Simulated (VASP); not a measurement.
A run of VASP 6.6.1 is set up as follows.

File INCAR:

```
SYSTEM = Ag
PREC = Accurate
ENCUT = 520
EDIFF = 1E-6
ISMEAR = 0
SIGMA = 0.15
LREAL = .False.
LASPH = .True.
NELM = 100
ALGO = Fast
ISIF = 2
LWAVE = .False.
LCHARG = .True.
GGA = PS
LELF = .True.
LVHAR = .True.
NBANDS = 42
```

Contents of KPOINTS:

```
regular mesh
0
Gamma
  18 18 4
  0 0 0
```

Contents of POSCAR:

```
Ag
1.0
    2.0431000000     -2.0431000000      0.0000000000
    2.0431000000      0.0000000000     -2.0431000000
    9.1939500000      7.6616250000      7.6616250000
Ag
6
Direct
    0.6458375000      0.6458375000      0.0833166667
   -0.2291625000     -0.2291625000      0.9166500000
    0.2708375000      0.2708375000      0.2499833333
    0.5208375000      0.5208375000      0.5833166667
   -0.1041625000     -0.1041625000      0.4166500000
    0.1458375000      0.1458375000      0.7499833333
```

Potentials or basis: VASP PAW PBE potentials, release 64 (Ag).

Command:

```bash
$ cat potpaw_PBE.64/Ag/POTCAR > POTCAR
$ mpirun -np 1 vasp_std > vasp.out
```

(1) What does it give for the pressure?

(2) Predict the band gap on the k mesh.

(3) Estimate the largest force.

Results:

(1) -0.1 GPa.

(2) zero (bands 33 and 34 overlap by 6.27 eV).

(3) 2.329 eV/Å.

Caveat: the cell differs from its parent crystal (the part above a cut slid along it); the PAW data sets were made with another functional, which shifts forces and pressure a little.
